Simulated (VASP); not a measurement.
Crystal: K.

```
CELL_PARAMETERS angstrom
4.76240 0.00000 0.00000
-2.38120 4.12436 0.00000
0.00000 0.00000 7.82997
ATOMIC_POSITIONS crystal
K 0.33333 0.66667 0.25000
K 0.66667 0.33333 0.75000
```

This isn't the form of K at room conditions, which is bcc.

- Program: VASP 6.6.1
- Task: relaxation of cell and atoms
- Functional: LDA
- Potentials or basis: VASP PAW LDA potentials, release 64 (K_sv)
- Cutoff: 600 eV
- k mesh: 7 × 7 × 4
- Occupations: fermi-dirac, width 0.1 eV
- Spin: no spin polarisation

At the start: pressure -0.6 GPa; volume 76.90 Å³/atom.

**Question.** How do energy, volume and symmetry change on relaxing?

**Answer.** Over 5 steps the energy falls by 25.3 meV/atom and the volume is 64.80 Å³/atom (-15.7 %); space group P6_3/mmc (No. 194, to 0.1 Å) before and after.

Step by step:
| step | energy change (eV) | largest force (eV/Å) | pressure (GPa) | volume (Å³) |
| --- | --- | --- | --- | --- |
| 1 | 0.0000 | 0.0000 | -0.56 | 153.79 |
| 2 | -0.0193 | 0.0000 | -0.47 | 147.86 |
| 3 | -0.0471 | 0.0000 | -0.19 | 134.79 |
| 4 | -0.0081 | 0.0000 | 0.87 | 111.01 |
| 5 | -0.0507 | 0.0000 | -0.03 | 129.60 |

Final structure:
```cif
data_structure
_symmetry_space_group_name_H-M 'P 1'
_symmetry_Int_Tables_number 1
_cell_length_a 4.4909
_cell_length_b 4.4909
_cell_length_c 7.4203
_cell_angle_alpha 90.000
_cell_angle_beta 90.000
_cell_angle_gamma 120.000
_cell_volume 129.60
loop_
_atom_site_label
_atom_site_type_symbol
_atom_site_fract_x
_atom_site_fract_y
_atom_site_fract_z
_atom_site_occupancy
K1 K 0.33333 0.66667 0.25000 1
K2 K 0.66667 0.33333 0.75000 1
```

Caveat: the volume moved by over 15 % at a fixed basis, so the end points are rough.
